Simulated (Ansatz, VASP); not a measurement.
One calculation of GaN, two programs

The input POSCAR:

```
GaN
1.0
    0.0000000000      2.2995378446      2.2995378446
    2.2489367673      0.0506010773      2.2489367673
    2.2489367673      2.2489367673      0.0506010773
Ga N
1 1
Direct
    0.0000000000      0.0000000000      0.0000000000
    0.7500000000      0.7500000000      0.7500000000
```

Contents of INCAR.step1:

```
PREC = Accurate ; ENCUT = 520
ISMEAR = 0 ; SIGMA = 0.05
LREAL = F ; LASPH = T
NELM = 80 ; NBANDS = 16
GGA = PE ; ALGO = Normal
EDIFF = 1E-4 ; LWAVE = T
LCHARG = F
```

Contents of INCAR.step2:

```
PREC = Accurate ; ENCUT = 520
EDIFF = 1E-7 ; ISMEAR = 0
SIGMA = 0.05 ; LREAL = F
LASPH = T ; NELM = 80
ALGO = Normal ; ISIF = 2
LWAVE = F ; LCHARG = F
METAGGA = R2SCAN ; LMIXTAU = T
NBANDS = 16 ; ISTART = 1
```

The input KPOINTS:

```
Automatic mesh
0
Gamma
  10 10 10
```

Input for Ansatz:

```yaml
crystal:
  lattice:
    - [0.0, 2.2995378446, 2.2995378446]
    - [2.2489367673, 0.0506010773, 2.2489367673]
    - [2.2489367673, 2.2489367673, 0.0506010773]
  atoms:
    - { symbol: Ga, position: [0.0, 0.0, 0.0] }
    - { symbol: "N", position: [0.75, 0.75, 0.75] }
basis:
  ecutwfc: 500
kpoints:
  mp_grid: { grid: [10, 10, 10] }
hamiltonian:
  xc: r2scan
scf:
  occupations: { method: gaussian, width: 0.05 }
output:
  forces: true
  stress: true
  eigenvalues: true
```

Change from the starting cell: strain +0.0450 x Voigt [0, 0, 0, 1, 0, 0], atoms carried along.

Alike in both runs: task single point; functional r2SCAN; k mesh 10 × 10 × 10; occupations gaussian, width 0.05 eV; no spin polarisation.

|  | VASP | Ansatz |
| --- | --- | --- |
| version | VASP 6.6.1 | Ansatz 0.2.0 |
| potentials or method | VASP PAW PBE potentials, release 64 (Ga_d, N), cutoff 520 eV | scalar-relativistic, plane waves, PAW |
| valence electrons in the cell | 18 | 18 |

```tsv
	VASP	Ansatz	Ansatz less VASP
gap on the k mesh at the Fermi level (eV)	2.03	2.04	+0.010
least direct gap on the mesh (eV)	2.03	2.04	+0.010
pressure (GPa)	1.6	0.5	-1.04
traceless stress, the component that is largest in VASP (GPa)	-9.12	-9.04	+0.084
rms of the force components (eV/Å)	0.230	0.220	-0.0092
```

VASP's potentials were made for PBE, not for r2SCAN. Atom by atom the forces differ by 0.009 eV/Å (rms over components).
